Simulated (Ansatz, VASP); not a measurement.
# One calculation of As3Pt, two programs

```
As Pt
1.0
     4.13986    0.00000    0.00000
     0.00000    4.13986    0.00000
     0.00000    0.00000    4.13986
As Pt
3 1
Direct
  0.00000 0.50000 0.50000
  0.50000 0.00000 0.50000
  0.50000 0.50000 0.00000
  0.00000 0.00000 0.00000
```

Alike in both runs: functional r2SCAN; k mesh 12 × 12 × 12; occupations gaussian, width 0.1 eV; no spin polarisation.

Ansatz relaxed the structure, and its values are those at the end. VASP's run is a single point on that final structure, the one shown.

|  | VASP | Ansatz |
| --- | --- | --- |
| version | VASP 6.6.1 | Ansatz 0.2.0 |
| potentials or method | VASP PAW PBE potentials, release 64 (As, Pt), cutoff 520 eV | scalar-relativistic, plane waves, PAW |
| valence electrons in the cell | 25 | 63 |

Ansatz gave:

```
gap on the k mesh at the Fermi level (eV) : none
pressure (GPa)                            : 0.0
```

Question: Which values does VASP return?

Answer: gap on the k mesh at the Fermi level (eV): none; pressure (GPa): -0.1.

VASP's potentials were made for PBE, not for r2SCAN. A gap of «none» marks a metal or a gap that the smearing closes. VASP's potentials hold 25 valence electrons a cell and Ansatz's 63, so a difference there can come from the potentials and not from the codes.

Spin-orbit coupling is off throughout.
